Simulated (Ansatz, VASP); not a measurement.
CdTe: VASP beside Ansatz

Contents of INCAR:

```
PREC = Accurate
ENCUT = 520
EDIFF = 1E-7
ISMEAR = -1
SIGMA = 0.05
LREAL = F
LASPH = T
NELM = 60
ALGO = Normal
ISIF = 2
LWAVE = F
LCHARG = T
GGA = PS
LELF = T
LVHAR = T
NBANDS = 16
```

The input KPOINTS:

```
Automatic mesh
0
Gamma
  13 13 13
```

The input POSCAR:

```
CdTe
1.0
    0.0000000000      2.7842892782      2.7842892782
    2.7842892782      0.0000000000      2.7842892782
    2.7842892782      2.7842892782      0.0000000000
Cd Te
1 1
Direct
    0.0000000000      0.0000000000      0.0000000000
    0.5000000000      0.5000000000      0.5000000000
```

Input for Ansatz:

```yaml
crystal:
  lattice:
    - [0.0, 2.7842892782, 2.7842892782]
    - [2.7842892782, 0.0, 2.7842892782]
    - [2.7842892782, 2.7842892782, 0.0]
  atoms:
    - { symbol: Cd, position: [0.0, 0.0, 0.0] }
    - { symbol: Te, position: [0.5, 0.5, 0.5] }
kpoints:
  mp_grid: { grid: [13, 13, 13] }
scf:
  occupations: { method: fermi_dirac, width: 0.05 }
hamiltonian:
  xc: pbesol
  pseudopotentials: { kind: all_electron, lapw: { basis_error: 0.001 } }
output:
  forces: true
  stress: true
  eigenvalues: true
  populations: true
```

Change from the starting cell: volume scaled by 0.8, LAPW.

Alike in both runs: task single point; functional PBEsol; k mesh 13 × 13 × 13; occupations fermi-dirac, width 0.05 eV; no spin polarisation.

```csv
,VASP,Ansatz
version,VASP 6.6.1,Ansatz 0.2.0
potentials or method,"VASP PAW PBE potentials, release 64 (Cd, Te), cutoff 520 eV","all-electron LAPW, scalar-relativistic"
```

```tsv
	VASP	Ansatz	Ansatz less VASP
pressure (GPa)	22.3	21.7	-0.66
```

VASP's potentials were made for PBE, not for PBEsol. Ansatz ran all-electron here, and VASP with PAW potentials.

Neither program's run includes spin-orbit coupling.
